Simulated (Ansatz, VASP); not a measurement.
**BaTiO3: VASP beside Ansatz**

```
CELL_PARAMETERS angstrom
3.99980 0.00000 0.00000
0.00000 3.99980 0.00000
0.00000 0.00000 4.01800
ATOMIC_POSITIONS crystal
Ba 0.00000 0.00000 0.00000
Ti 0.50000 0.50000 0.50000
O 0.50000 0.50000 0.00000
O 0.50000 0.00000 0.50000
O 0.00000 0.50000 0.50000
```

Alike in both runs: task relaxation of cell and atoms; functional PBE; k mesh 8 × 8 × 8; occupations gaussian, width 0.02 eV; no spin polarisation.

|  | VASP | Ansatz |
| --- | --- | --- |
| version | VASP 6.6.1 | Ansatz 0.2.0 |
| potentials or method | VASP PAW PBE potentials, release 64 (Ba_sv, Ti_sv, O), cutoff 600 eV | scalar-relativistic, plane waves, PAW |
| valence electrons in the cell | 40 | 40 |

```tsv
	VASP	Ansatz	Ansatz less VASP
gap on the k mesh at the Fermi level, each at its own relaxed structure (eV)	1.70	1.78	+0.084
relaxed volume (Å³/atom)	13.10	12.99	-0.119
relaxed length of the cell vector where the two differ most in proportion (Å)	4.034	4.019	-0.0152
```

Spin-orbit coupling is off throughout.
